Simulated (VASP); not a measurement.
# ZrH4 in VASP: a series of runs, part 2 of 2

VASP 6.6.1.

### Step 4. Single point, PBE

This run uses another cell than the first one: it holds 10 atoms, not 5.

The input, INCAR:

```
ALGO     = Normal         # electronic algorithm
EDIFF    = 1E-6           # SCF threshold, eV
ENCUT    = 520            # plane-wave cutoff, eV
GGA      = PE             # functional
ISIF     = 2              # what is computed and relaxed
ISMEAR   = 0              # smearing method
LASPH    = T              # aspherical terms in the spheres
LCHARG   = F              # write CHGCAR
LREAL    = F              # projectors in reciprocal space
LWAVE    = F              # write WAVECAR
NBANDS   = 27             # bands
NELM     = 100            # most SCF steps
PREC     = Accurate       # precision mode
SIGMA    = 0.1            # smearing width, eV
```

The input, KPOINTS:

```
k-points
0
Gamma
  6 6 4
```

The input, POSCAR:

```
ZrH4
1.0
    3.1698507223      0.0000000000      0.0000000000
    0.0000000000      3.1698507223      0.0000000000
    0.0000000000      0.0000000000      6.3518969581
Zr H
2 8
Direct
    0.0000000000      0.0000000000      0.7500075613
    0.0000000000      0.0000000000      0.2499924387
    0.5000000000      0.5000000000      0.0000000000
    0.5000000000      0.5000000000      0.5000000000
    0.0000000000      0.5000000000      0.0000000000
    0.0000000000      0.5000000000      0.5000000000
    0.5000000000      0.0000000000      0.0000000000
    0.5000000000      0.0000000000      0.5000000000
    0.5000000000      0.5000000000      0.7500921151
    0.5000000000      0.5000000000      0.2499078849
```

Potentials or basis: VASP PAW PBE potentials, release 64 (Zr_sv, H).

The run is started by

```
> cat potpaw_PBE.64/Zr_sv/POTCAR potpaw_PBE.64/H/POTCAR > POTCAR
> mpirun -np 1 vasp_std > vasp.out
```

OUTCAR:

```text
EDIFF = 1E-6
   ENCUT = 520
   GGA = PE
   ISIF = 2
   ISMEAR = 0
   LASPH = T
   LREAL = F
   NELM = 100
   PREC = Accurate

 ion  position               nearest neighbor table
   1  0.000  0.000  0.750-   9 2.24   9 2.24   9 2.24   9 2.24   7 2.24   7 2.24   5 2.24   5 2.24
                             8 2.24   8 2.24   6 2.24   6 2.24   2 3.18   2 3.18
   2  0.000  0.000  0.250-  10 2.24  10 2.24  10 2.24  10 2.24   7 2.24   7 2.24   5 2.24   5 2.24
                             8 2.24   8 2.24   6 2.24   6 2.24   1 3.18   1 3.18
   3  0.500  0.500  0.000-
   4  0.500  0.500  0.500-
   5  0.000  0.500  0.000-   1 2.24   2 2.24   1 2.24   2 2.24
[... 945 lines left out ...]

 VOLUME and BASIS-vectors are now :
 -----------------------------------------------------------------------------
  energy-cutoff  :      520.00
  volume of cell :       63.82
      direct lattice vectors                 reciprocal lattice vectors
     3.169850722  0.000000000  0.000000000     0.315472269  0.000000000  0.000000000
     0.000000000  3.169850722  0.000000000     0.000000000  0.315472269  0.000000000
     0.000000000  0.000000000  6.351896958     0.000000000  0.000000000  0.157433284

 POSITION                                       TOTAL-FORCE (eV/Angst)
 -----------------------------------------------------------------------------------
      0.00000      0.00000      4.76397         0.000000     -0.000000     -0.000226
      0.00000      0.00000      1.58793         0.000000     -0.000000      0.000226
      1.58493      1.58493      0.00000        -0.000000      0.000000      0.000000
      1.58493      1.58493      3.17595        -0.000000      0.000000      0.000000
      0.00000      1.58493      0.00000        -0.000000      0.000000      0.000000
      0.00000      1.58493      3.17595        -0.000000      0.000000      0.000000
      1.58493      0.00000      0.00000        -0.000000      0.000000      0.000000
      1.58493      0.00000      3.17595        -0.000000      0.000000      0.000000
      1.58493      1.58493      4.76451        -0.000000      0.000000     -0.000308
      1.58493      1.58493      1.58739        -0.000000     -0.000000      0.000308
 -----------------------------------------------------------------------------------
    total drift:                                0.000000      0.000000      0.000000

  FREE ENERGIE OF THE ION-ELECTRON SYSTEM (eV)
  ---------------------------------------------------
  free  energy   TOTEN  =       -41.1614535636 eV

  energy  without entropy=      -41.1492686805  energy(sigma->0) =      -41.15536112
```

Run time: 27 s. Hardware: 1 thread of Intel Xeon Platinum 8488C (Sapphire Rapids), shared host; peak memory 0.19 GiB.

What came out:

* Free energy: -41.1615 eV
* Pressure: -0.2 GPa
* Band gap on the k mesh: zero (bands 16 and 17 overlap by 1.67 eV)

### Step 5. Relaxation of cell and atoms, PBE

The input, INCAR:

```
SYSTEM = ZrH4
PREC = Accurate
ENCUT = 600
EDIFF = 1E-7
ISMEAR = 0
SIGMA = 0.1
LREAL = .False.
LASPH = .True.
NELM = 60
ALGO = Normal
ISIF = 3
LWAVE = .False.
LCHARG = .False.
GGA = PE
IBRION = 2
NSW = 100
EDIFFG = -0.01
```

The input, KPOINTS:

```
regular mesh
0
Gamma
  12 12 12
  0 0 0
```

The input, POSCAR:

```
ZrH4
1.0
    3.1718833079      0.0000000000      0.0000000000
    0.0000000000      3.1718833079      0.0000000000
    0.0000000000      0.0000000000      3.1718833079
Zr H
1 4
Direct
    0.0000000000      0.0000000000      0.0000000000
    0.5000000000      0.5000000000      0.5000000000
    0.0000000000      0.5000000000      0.5000000000
    0.5000000000      0.0000000000      0.5000000000
    0.5000000000      0.5000000000      0.0000000000
```

The run is started by

```
> cat potpaw_PBE.64/Zr_sv/POTCAR potpaw_PBE.64/H/POTCAR > POTCAR
> mpirun -np 1 vasp_std > vasp.out
```

It took 24 s on 1 thread of Intel Xeon Platinum 8488C (Sapphire Rapids), shared host; peak memory 0.18 GiB.

Results (log left out):

```yaml
Free_energy: -20.5700 eV
Pressure_after_relaxing: 0.1 GPa
Band_gap_on_the_k_mesh: zero (bands 8 and 9 overlap by 3.49 eV)
```

Final structure:
```
Zr H
1.0
     3.17188    0.00000    0.00000
     0.00000    3.17188    0.00000
     0.00000    0.00000    3.17188
Zr H
1 4
Direct
  0.00000 0.00000 0.00000
  0.50000 0.50000 0.50000
  0.00000 0.50000 0.50000
  0.50000 0.00000 0.50000
  0.50000 0.50000 0.00000
```

Levels at points of the mesh, in eV from the Fermi level:
```
           k point  band 5  band 6  band 7  band 8  band 9  band 10  band 11  band 12
(0.00, 0.00, 0.00)  -12.47   -4.78   -4.78    3.09    3.09     3.09     3.40     4.66
(0.50, 0.00, 0.00)   -9.56   -7.60   -1.89   -1.17    0.18     0.18     3.37     3.83
(0.50, 0.50, 0.00)   -9.37   -4.81   -4.81   -2.13    0.95     0.95     1.17     4.65
(0.50, 0.50, 0.50)   -6.81   -6.81   -6.81   -4.86    4.86     4.96     4.96     4.96
```

Caveat: the relaxation stopped at its first step, so nothing moved.

### Step 6. Summary

```tsv
task	spin	cell	k mesh	cutoff (eV)	gap on the mesh (eV)	pressure (GPa)
single point	collinear	a = 3.172 Å, 5 atoms, atomic positions A	6 × 6 × 6	520	none	-0.1
single point	off	a = 3.172 Å, 5 atoms, atomic positions A	12 × 12 × 12	520	none	-0.2
single point	off	a = 3.170, b = 3.170, c = 6.352 Å, 10 atoms, atomic positions B	6 × 6 × 4	520	none	-0.2
relaxation of cell and atoms	off	relaxed from a = 3.172 Å, 5 atoms, atomic positions A	12 × 12 × 12	600	none	0.1
```

Alike in all rows: level PBE; potentials or basis VASP PAW PBE potentials, release 64 (Zr_sv, H); smearing gaussian 0.1 eV.

Caveats: the relaxation stopped at its first step, so nothing moved (at least some runs).

Total energies depend on the potentials used, so only differences within one code and one set of settings carry meaning.
